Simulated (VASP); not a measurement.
Here is a VASP 6.6.1 calculation.

Contents of INCAR:

```
PREC = Accurate
ENCUT = 500
EDIFF = 1E-6
ISMEAR = 0
SIGMA = 0.01
LREAL = F
LASPH = T
NELM = 120
ALGO = Normal
ISIF = 2
LWAVE = F
LCHARG = F
GGA = PE
NBANDS = 24
GGA_COMPAT = F
```

KPOINTS

```
regular mesh
0
Gamma
  6 6 4
```

Contents of POSCAR:

```
CaSe
1.0
    5.0056779906      0.0000000000      0.0000000000
   -2.5028389953      4.3350443030      0.0000000000
    0.0000000000      0.0000000000      5.8755389763
Ca Se
2 2
Direct
    0.3333333333      0.6666666667      0.2500000000
    0.6666666667      0.3333333333      0.7500000000
    0.6666666667      0.3333333333      0.2500000000
    0.3333333333      0.6666666667      0.7500000000
```

Potentials or basis: VASP PAW PBE potentials, release 64 (Ca_sv, Se).

Run with:

```console
$ cat potpaw_PBE.64/Ca_sv/POTCAR potpaw_PBE.64/Se/POTCAR > POTCAR
$ mpirun -np 1 vasp_std > vasp.out
```

Task: What does it give for the band gap on the k mesh?

Result: 2.44 eV (least direct gap 2.57 eV).

Task: Estimate the pressure.

Result: 0.6 GPa.

A k mesh can miss the band edges.
